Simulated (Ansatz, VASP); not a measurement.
**One calculation of CdS, two programs**

Contents of INCAR:

```
ALGO = Normal
EDIFF = 1E-6
ENCUT = 540
GGA_COMPAT = F
ISIF = 2
ISMEAR = 0
LASPH = T
LCHARG = F
LREAL = F
LWAVE = F
NBANDS = 20
NELM = 120
PREC = Accurate
SIGMA = 0.02
```

Contents of KPOINTS:

```
k-points
0
Gamma
  6 6 4
```

The input POSCAR:

```
CdS
1.0
    4.3037817000      0.0000000000      0.0000000000
   -2.1518908500      3.7271838100      0.0000000000
    0.0000000000      0.0000000000      5.8041730000
Cd S
1 1
Direct
    0.0000000000      0.0000000000      0.4426920000
    0.6666666667      0.3333333333      0.4343080000
```

Input for Ansatz:

```yaml
crystal:
  lattice:
    - [4.3037817, 0.0, 0.0]
    - [-2.15189085, 3.72718381, 0.0]
    - [0.0, 0.0, 5.804173]
  atoms:
    - { symbol: Cd, position: [0.0, 0.0, 0.442692] }
    - { symbol: S, position: [0.6666666666666666, 0.3333333333333333, 0.434308] }
basis:
  ecutwfc: 476.19925930478996
kpoints:
  mp_grid:
    grid: [6, 6, 4]
hamiltonian:
  xc: lda
scf:
  occupations:
    method: gaussian
    width: 0.02
output:
  stress: true
```

Alike in both runs: task single point; functional LDA; k mesh 6 × 6 × 4; occupations gaussian, width 0.02 eV; no spin polarisation.

|  | VASP | Ansatz |
| --- | --- | --- |
| version | VASP 6.6.1 | Ansatz 0.2.0 |
| potentials or method | VASP PAW LDA potentials, release 64 (Cd_sv_GW, S), cutoff 540 eV | plane waves, PAW |
| valence electrons in the cell | 26 | 26 |

VASP gave:

| Quantity | Value |
| --- | --- |
| pressure (GPa) | -3.7 |
| traceless stress, the component that is largest in VASP (GPa) | 3.01 |

Task: Estimate Ansatz's values.

Result: Pressure (GPa): -3.2; traceless stress, the component that is largest in VASP (GPa): 3.07.

LDA's correlation is that of Perdew and Zunger in VASP and of Perdew and Wang (1992) in Ansatz. Ansatz's warnings: structure snapped to symmetry.
